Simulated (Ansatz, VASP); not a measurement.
# One calculation of BaTiO3, two programs

```xyz
5
Lattice="4.0518 0.0000 0.0000 0.0000 4.0518 0.0000 0.0000 0.0000 4.1124" Properties=species:S:1:pos:R:3 pbc="T T T"
Ba    0.0000    0.0000    4.0820
Ti    2.0259    2.0259    1.9514
O     2.0259    2.0259    0.1298
O     2.0259    0.0000    2.1164
O     0.0000    2.0259    2.1164
```

Change from the starting cell: strain +0.0200 x Voigt [1, 1, 0, 0, 0, 0], atoms carried along.

Alike in both runs: task single point; functional r2SCAN; k mesh 8 × 8 × 8; occupations gaussian, width 0.05 eV; no spin polarisation.

```csv
,VASP,Ansatz
version,VASP 6.6.1,Ansatz 0.2.0
potentials or method,"VASP PAW PBE potentials, release 64 (Ba_sv, Ti_sv, O), cutoff 520 eV","scalar-relativistic, plane waves, PAW"
valence electrons in the cell,40,40
```

|  | VASP | Ansatz | Ansatz less VASP |
| --- | --- | --- | --- |
| gap on the k mesh at the Fermi level (eV) | 2.12 | 2.14 | +0.018 |
| least direct gap on the mesh (eV) | 2.60 | 2.59 | -0.009 |
| pressure (GPa) | -4.6 | -6.3 | -1.69 |
| traceless stress, the component that is largest in VASP (GPa) | 2.48 | 2.28 | -0.200 |
| rms of the force components (eV/Å) | 0.028 | 0.053 | +0.0244 |

VASP's potentials were made for PBE, not for r2SCAN. Atom by atom the forces differ by 0.064 eV/Å (rms over components). The functional is the same, so the differences come from potentials, cutoffs and numerics.

Spin-orbit coupling is off throughout.
